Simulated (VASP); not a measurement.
Crystal: TiNi.

```
Ti Ni
1.0
     2.98807    0.00000    0.00000
     0.00000    2.98807    0.00000
     0.00000    0.00000    2.98807
Ti Ni
1 1
Direct
  0.50000 0.50000 0.50000
  0.00000 0.00000 0.00000
```

Base run:

```yaml
Program: VASP 6.6.1
Functional: r2SCAN
Potentials_or_basis: VASP PAW PBE potentials, release 64 (Ti_sv, Ni)
Cutoff: 520 eV
k_mesh: 10 × 10 × 10
Occupations: fermi-dirac, width 0.05 eV
Spin: collinear spin, ferromagnetic start
Starting_moments: "[0.56, 0.49] μB"
Fixed_moment: 1.1 μB
```

Its results: pressure 1.9 GPa; site moments Ti +0.56; Ni +0.42 μB.

Problem. The run is repeated on the same cell with these changes: fixed moment from 1.1 μB to 1.4 μB; moments at the start from [0.56, 0.49] to [0.67, 0.68]. What comes out?

Solution. Pressure 2.6 GPa; site moments Ti +0.66; Ni +0.58 μB.

Caveats: the PAW data sets were made with another functional, which shifts forces and pressure a little; the total moment is fixed, so each spin has its own Fermi level.
